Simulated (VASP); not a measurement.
# La: single point with PBEsol

The system is La.

```
La
1.0
    -1.81783    1.81783    1.81783
     1.81783   -1.81783    1.81783
     1.81783    1.81783   -1.81783
La
1
Cartesian
  0.0000 0.0000 0.0000
```

```
Program                : VASP 6.6.1
Task                   : single point
Functional             : PBEsol
Potentials or basis    : VASP PAW PBE potentials, release 64 (La)
Cutoff                 : 520 eV
k mesh                 : 15 × 15 × 15
Occupations            : fermi-dirac, width 0.08 eV
Spin                   : no spin polarisation
Dipole correction      : no
Further INCAR settings : ALGO = Normal; EDIFF = 1e-07; NBANDS = 12
```

The pressure is 17.3 GPa.

Levels at points of the mesh, in eV from the Fermi level:
```csv
k point,band 4,band 5,band 6,band 7,band 8,band 9
"(0.00, 0.00, 0.00)",-13.94,-1.94,1.91,1.91,1.91,1.96
```

Run time: 19 s on 1 thread of Intel(R) Xeon(R) 6975P-C (Granite Rapids), with other jobs on the host, peak memory 0.17 GiB.

Caveat: the PAW data sets were made with another functional, which shifts forces and pressure a little; spin-orbit coupling is left out, which moves the levels of the heavy elements.
